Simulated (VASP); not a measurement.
# SiGe (P6_3mc) in VASP: further runs, part 2 of 2

VASP 6.6.1. Earlier steps stand in the parts before.

## 4. Single point, r2SCAN

This run uses another cell than the first one, of 21.30 Å³/atom.

Input file POSCAR:

```
SiGe
1.0
    3.9043776439      0.0000000000      0.0000000000
   -1.9521888220      3.3812902256      0.0000000000
    0.0000000000      0.0000000000      6.4536796656
Si Ge
2 2
Direct
    0.6666666667      0.3333333333      0.8744661519
    0.3333333333      0.6666666667      0.3744661519
    0.6666666667      0.3333333333      0.5005328481
    0.3333333333      0.6666666667      0.0005328481
```

Input file INCAR.step1:

```
PREC = Accurate
ENCUT = 520
ISMEAR = 0
SIGMA = 0.02
LREAL = False
LASPH = True
NELM = 60
NBANDS = 26
GGA = PE
ALGO = Normal
EDIFF = 1E-4
LWAVE = True
LCHARG = False
```

Input file INCAR.step2:

```
PREC = Accurate
ENCUT = 520
EDIFF = 1E-7
ISMEAR = 0
SIGMA = 0.02
LREAL = False
LASPH = True
NELM = 60
ALGO = Normal
ISIF = 2
LWAVE = False
LCHARG = False
METAGGA = R2SCAN
LMIXTAU = True
NBANDS = 26
ISTART = 1
```

Input file KPOINTS:

```
regular mesh
0
Gamma
  12 12 4
```

Potentials or basis: VASP PAW PBE potentials, release 64 (Si, Ge_d).

On the command line:

```console
cat potpaw_PBE.64/Si/POTCAR potpaw_PBE.64/Ge_d/POTCAR > POTCAR
cp INCAR.step1 INCAR
mpirun -np 1 vasp_std > vasp.out
cp INCAR.step2 INCAR
mpirun -np 1 vasp_std > vasp.out
```

OUTCAR:

```text
PREC = Accurate
   ENCUT = 520
   EDIFF = 1E-7
   ISMEAR = 0
   LREAL = False
   LASPH = True
   NELM = 60
   ISIF = 2
   METAGGA = R2SCAN
   ISTART = 1

 ion  position               nearest neighbor table
   1  0.667  0.333  0.874-   4 2.40   4 2.40   4 2.40   3 2.41
   2  0.333  0.667  0.374-   3 2.40   3 2.40   3 2.40   4 2.41
   3  0.667  0.333  0.501-   2 2.40   2 2.40   2 2.40   1 2.41
   4  0.333  0.667  0.001-   1 2.40   1 2.40   1 2.40   2 2.41

  LATTYP: Found a hexagonal cell.
 ALAT       =     3.9043776439
 C/A-ratio  =     1.6529342841

  Lattice vectors:

 A1 = (   3.9043776439,   0.0000000000,   0.0000000000)
 A2 = (  -1.9521888220,   3.3812902256,   0.0000000000)
 A3 = (   0.0000000000,   0.0000000000,   6.4536796656)

Analysis of symmetry for initial positions (statically):
=====================================================================
 Subroutine PRICEL returns:
 Original cell was already a primitive cell.

 Routine SETGRP: Setting up the symmetry group for a
 hexagonal supercell.

 Subroutine GETGRP returns: Found 12 space group operations
 (whereof  6 operations were pure point group operations)
 out of a pool of 24 trial point group operations.

The static configuration has the point symmetry C_3v.
 The point group associated with its full space group is C_6v.

Analysis of symmetry for dynamics (positions and initial velocities):
=====================================================================
 Subroutine PRICEL returns:
 Original cell was already a primitive cell.

 Routine SETGRP: Setting up the symmetry group for a
 hexagonal supercell.

 Subroutine GETGRP returns: Found 12 space group operations
 (whereof  6 operations were pure point group operations)
 out of a pool of 24 trial point group operations.

The dynamic configuration has the point symmetry C_3v.
 The point group associated with its full space group is C_6v.

 Subroutine INISYM returns: Found 12 space group operations
 (whereof  6 operations are pure point group operations),
 and found     1 'primitive' translations

----------------------------------------------------------------------------------------

                                     Primitive cell

  volume of cell :      85.2004

  direct lattice vectors                    reciprocal lattice vectors
     3.904377644  0.000000000  0.000000000     0.256122766  0.147872548  0.000000000
    -1.952188822  3.381290226  0.000000000     0.000000000  0.295745095  0.000000000
     0.000000000  0.000000000  6.453679666     0.000000000  0.000000000  0.154950362

  length of vectors
     3.904377644  3.904377644  6.453679666     0.295745095  0.295745095  0.154950362

  position of ions in fractional coordinates (direct lattice)
     0.666666667  0.333333333  0.874466152
     0.333333333  0.666666667  0.374466152
     0.666666667  0.333333333  0.500532848
     0.333333333  0.666666667  0.000532848

  ion indices of the primitive-cell ions
   primitive index   ion index
                 1           1
                 2           2
                 3           3
                 4           4

----------------------------------------------------------------------------------------

 KPOINTS: regular mesh

Automatic generation of k-mesh.
 Grid dimensions read from file:
 generate k-points for:   12   12    4

 Generating k-lattice:

  Cartesian coordinates                     Fractional coordinates (reciprocal lattice)
     0.021343564  0.012322712  0.000000000     0.083333333  0.000000000  0.000000000
     0.000000000  0.024645425  0.000000000     0.000000000  0.083333333  0.000000000
     0.000000000  0.000000000  0.038737590     0.000000000  0.000000000  0.250000000

  Length of vectors
     0.024645425  0.024645425  0.038737590

  Shift w.r.t. Gamma in fractional coordinates (k-lattice)
     0.000000000  0.000000000  0.000000000

 Subroutine IBZKPT returns following result:
 ===========================================

 Found     57 irreducible k-points:

 Following reciprocal coordinates:
            Coordinates               Weight
  0.000000  0.000000  0.000000      1.000000
  0.083333  0.000000  0.000000      6.000000
  0.166667  0.000000  0.000000      6.000000
  0.250000  0.000000  0.000000      6.000000
  0.333333  0.000000  0.000000      6.000000
  0.416667  0.000000  0.000000      6.000000
[... 16 lines left out ...]
  0.250000  0.000000  0.250000     12.000000
  0.333333  0.000000  0.250000     12.000000
 [... further k-points ...]
   k-points           NKPTS =     57   k-points in BZ     NKDIM =     57   number of bands    NBANDS=     26
   number of dos      NEDOS =    301   number of ions     NIONS =      4
   total plane-waves  NPLWV =  43200
   dimension x,y,z NGX =    30 NGY =   30 NGZ =   48
   dimension x,y,z NGXF=    60 NGYF=   60 NGZF=   96
   ions per type =               2   2
   NGX,Y,Z   is equivalent  to a cutoff of  12.77, 12.77, 12.36 a.u.
   NGXF,Y,Z  is equivalent  to a cutoff of  25.55, 25.55, 24.73 a.u.
 SYSTEM =  unknown system
   PREC   = accura    normal or accurate (medium, high low for compatibility)
   ISTART =      1    job   : 0-new  1-cont  2-samecut
   ICHARG =      0    charge: 1-file 2-atom 10-const
   ISPIN  =      1    spin polarized calculation?
   LNONCOLLINEAR =      F non collinear calculations
   LSORBIT =      F    spin-orbit coupling
   LASPH  =      T    aspherical Exc in radial PAW
   ENCUT  =  520.0 eV  38.22 Ry    6.18 a.u.   7.26  7.26 12.00*2*pi/ulx,y,z
   NELM   =     60;   NELMIN=  2; NELMDL=  0     # of ELM steps
   EDIFF  = 0.1E-06   stopping-criterion for ELM
   LREAL  =      F    real-space projection
   EDIFFG = 0.1E-05   stopping-criterion for IOM
   NSW    =      0    number of steps for IOM
   IBRION =     -1    ionic relax: 0-MD 1-quasi-New 2-CG
   NFREE  =      0    steps in history (QN), initial steepest desc. (CG)
   ISIF   =      2    stress and relaxation
   ISYM   =      2    0-nonsym 1-usesym 2-fastsym
   POTIM  = 0.5000    time-step for ionic-motion
   TEBEG  =    0.0;   TEEND  =   0.0 temperature during run
   PSTRESS=    0.0 pullay stress
   NELECT =      36.0000    total number of electrons
   NUPDOWN=      -1.0000    fix difference up-down
   EMIN   =  10.00;   EMAX   =-10.00  energy-range for DOS
   EFERMI =   0.00;   METHOD = LEGACY
   ISMEAR =     0;   SIGMA  =   0.02  broadening in eV -4-tet -1-fermi 0-gaus
   EFERMI_NEDOS =   21; number of points for ismear=-14 and -15
   IALGO  =     38    algorithm
   IMIX   =      4    mixing-type and parameters
     AMIX     =   0.40;   BMIX     =  1.00
     AMIX_MAG =   1.60;   BMIX_MAG =  1.00
  volume/ion in A,a.u.               =      21.30       143.74
  Fermi-wavevector in a.u.,A,eV,Ry     =   1.228462  2.321457 20.532813  1.509119
  Thomas-Fermi vector in A             =   2.363387
   LORBIT       =      0    0 simple, 1 ext, 2 COOP (PROOUT), +10 PAW based schemes
   METAGGA = R2SCAN    functional components
   LHFCALC =     F    Hartree Fock is set to
   AEXX    =    0.0000 exact exchange contribution
   IVDW    =     0    specifies the selected vdW correction
   LEPSILON=     F    determine dielectric tensor
   LRPA    =     F    only Hartree local field effects (RPA)
 non-spin polarized calculation
 Gauss-broadening in eV      SIGMA  =   0.02
  energy-cutoff  :      520.00
  volume of cell :       85.20
 maximum number of plane-waves:      2316
 NGX is ok and might be reduce to    30
   NGX = 15   NGY = 15   NGZ = 23

 number of electron      35.9999968 magnetization

 Free energy of the ion-electron system (eV)
  ---------------------------------------------------
  ext. energy  EPLUGINS =         0.00000000
  ---------------------------------------------------
  free energy    TOTEN  =       -45.17593638 eV

  energy without entropy =      -45.17593638  energy(sigma->0) =      -45.17593638

 E-fermi :   5.6518     XC(G=0): -10.3740

 val. band max:        5.4769336855   @ k =   0.0000   0.0000   0.0000
 cond. band min:       6.1382993749   @ k =   0.5000   0.0000   0.0000
 fundamental gap:      0.6613656894
 Fermi energy:         5.6518482648

 k-point     1 :       0.0000    0.0000    0.0000
  band No.  band energies     occupation
      1     -19.7518      2.00000
      2     -19.7518      2.00000
      3     -19.7484      2.00000
      4     -19.7484      2.00000
      5     -19.7452      2.00000
      6     -19.7452      2.00000
[... 18 lines left out ...]
     25      10.0582      0.00000
     26      12.4370      0.00000
[... 644 lines left out ...]
      4     -19.7436      2.00000
      5     -19.7416      2.00000
      6     -19.7405      2.00000
[... 18 lines left out ...]
     25      13.0247      0.00000
     26      13.2272      0.00000

 [... further k-points ...]
[... 5 lines left out ...]
  --------------------------------------------------------------------------------------
  -------------------------------------------------------------------------------------
  Total       -0.0326111     -0.0326111     -0.0203348      0.0000000      0.0000000      0.0000000
  in kB       -0.6132460     -0.6132460     -0.3823916      0.0000000      0.0000000      0.0000000
  external PRESSURE =      -0.5362945 kB  Pullay stress =       0.0000000 kB

 VOLUME and BASIS-vectors are now :
 -----------------------------------------------------------------------------
  energy-cutoff  :      520.00
  volume of cell :       85.20
      direct lattice vectors                 reciprocal lattice vectors
     3.904377644  0.000000000  0.000000000     0.256122766  0.147872548  0.000000000
    -1.952188822  3.381290226  0.000000000     0.000000000  0.295745095  0.000000000
     0.000000000  0.000000000  6.453679666     0.000000000  0.000000000  0.154950362

 POSITION                                       TOTAL-FORCE (eV/Angst)
 -----------------------------------------------------------------------------------
      1.95219      1.12710      5.64352         0.000000     -0.000000     -0.003253
     -0.00000      2.25419      2.41668        -0.000000     -0.000000     -0.003253
      1.95219      1.12710      3.23028         0.000000     -0.000000      0.003253
     -0.00000      2.25419      0.00344        -0.000000      0.000000      0.003253
 -----------------------------------------------------------------------------------
    total drift:                               -0.000000     -0.000000      0.018388

  FREE ENERGIE OF THE ION-ELECTRON SYSTEM (eV)
  ---------------------------------------------------
  free  energy   TOTEN  =       -45.1759363760 eV

  energy  without entropy=      -45.1759363760  energy(sigma->0) =      -45.17593638
```

It took 3.9 min on 1 thread of Intel Xeon 6975P-C (Granite Rapids), shared host; peak memory 0.27 GiB.

What came out:

| Item | Value |
| --- | --- |
| Free energy | -45.1759 eV |
| Pressure | -0.1 GPa |
| Largest force | 0.003 eV/Å |
| Band gap on the k mesh | 0.66 eV (least direct gap 0.78 eV) |

Forces on the atoms (eV/Å):
```
Si   0.000  0.000 -0.003
Si   0.000  0.000 -0.003
Ge   0.000  0.000  0.003
Ge   0.000  0.000  0.003
```

Caveat: the PAW data sets were made with another functional, which shifts forces and pressure a little.

## 5. Single point, r2SCAN

This run uses another cell than the first one, of 21.30 Å³/atom.

POSCAR is that of step 4.

Input file INCAR.step1:

```
SYSTEM = SiGe
PREC     = Accurate       ! precision mode
ENCUT    = 520            ! plane-wave cutoff, eV
ISMEAR   = 0              ! smearing method
SIGMA    = 0.02           ! smearing width, eV
LREAL    = .FALSE.        ! projectors in reciprocal space
LASPH    = .TRUE.         ! aspherical terms in the spheres
NELM     = 60             ! most SCF steps
NBANDS   = 26             ! bands
GGA      = PE             ! functional
ALGO     = Normal         ! electronic algorithm
EDIFF    = 1E-4           ! SCF threshold, eV
LWAVE    = .TRUE.         ! write WAVECAR
LCHARG   = .FALSE.        ! write CHGCAR
```

Input file INCAR.step2:

```
SYSTEM = SiGe
PREC     = Accurate       ! precision mode
ENCUT    = 520            ! plane-wave cutoff, eV
EDIFF    = 1E-7           ! SCF threshold, eV
ISMEAR   = 0              ! smearing method
SIGMA    = 0.02           ! smearing width, eV
LREAL    = .FALSE.        ! projectors in reciprocal space
LASPH    = .TRUE.         ! aspherical terms in the spheres
NELM     = 60             ! most SCF steps
ALGO     = Normal         ! electronic algorithm
ISIF     = 2              ! what is computed and relaxed
LWAVE    = .FALSE.        ! write WAVECAR
LCHARG   = .FALSE.        ! write CHGCAR
METAGGA  = R2SCAN         ! meta-GGA
LMIXTAU  = .TRUE.       
NBANDS   = 26             ! bands
ISTART   = 1
```

Input file KPOINTS:

```
regular mesh
0
G
  12 12 4
  0 0 0
```

On the command line:

```console
cat potpaw_PBE.64/Si/POTCAR potpaw_PBE.64/Ge_d/POTCAR > POTCAR
cp INCAR.step1 INCAR
mpirun -np 1 vasp_std > vasp.out
cp INCAR.step2 INCAR
mpirun -np 1 vasp_std > vasp.out
```

Wall time 3.5 min (1 thread of Intel Xeon 6975P-C (Granite Rapids), shared host); peak memory 0.27 GiB.

Results (log left out):

| Property | Result |
| --- | --- |
| Free energy | -45.1759 eV |
| Pressure | -0.1 GPa |
| Largest force | 0.003 eV/Å |
| Band gap on the k mesh | 0.66 eV (least direct gap 0.78 eV) |

Forces on the atoms (eV/Å):
```
Si   0.000  0.000 -0.003
Si   0.000  0.000 -0.003
Ge   0.000  0.000  0.003
Ge   0.000  0.000  0.003
```

Levels at points of the mesh, in eV from the valence-band top:
| k point | band 15 | band 16 | band 17 | band 18 | band 19 | band 20 | band 21 | band 22 |
| --- | --- | --- | --- | --- | --- | --- | --- | --- |
| (0.00, 0.00, 0.00) | -1.66 | -0.34 | 0.00 | 0.00 | 0.78 | 1.91 | 2.23 | 2.23 |
| (0.50, 0.00, 0.00) | -4.92 | -3.32 | -3.09 | -1.61 | 0.66 | 2.33 | 3.54 | 3.60 |
| (0.00, 0.00, 0.50) | -1.01 | -1.01 | -1.01 | -1.01 | 1.58 | 1.58 | 3.34 | 3.34 |
| (0.50, 0.00, 0.50) | -2.71 | -2.71 | -2.63 | -2.63 | 0.93 | 0.93 | 2.11 | 2.11 |

Caveat: the PAW data sets were made with another functional, which shifts forces and pressure a little.

## 6. Overview

| cell | gap on the mesh (eV) | pressure (GPa) |
| --- | --- | --- |
| a = 3.865, b = 3.865, c = 6.471 Å, angles 90.0, 90.0, 120.0°, 4 atoms | 0.68 | 1.5 |
| a = 3.865, b = 3.865, c = 6.492 Å, angles 90.0, 90.0, 120.0°, 4 atoms | 0.71 | 1.2 |
| a = 3.904, b = 3.904, c = 6.454 Å, angles 90.0, 90.0, 120.0°, 4 atoms | 0.66 | -0.1 |

Alike in all rows: task single point; level r2SCAN; potentials or basis VASP PAW PBE potentials, release 64 (Si, Ge_d); no spin polarisation; k mesh 12 × 12 × 4; cutoff (eV) 520; smearing gaussian 0.02 eV.

Caveats: the PAW data sets were made with another functional, which shifts forces and pressure a little.

Total energies depend on the potentials used, so only differences within one code and one set of settings carry meaning.
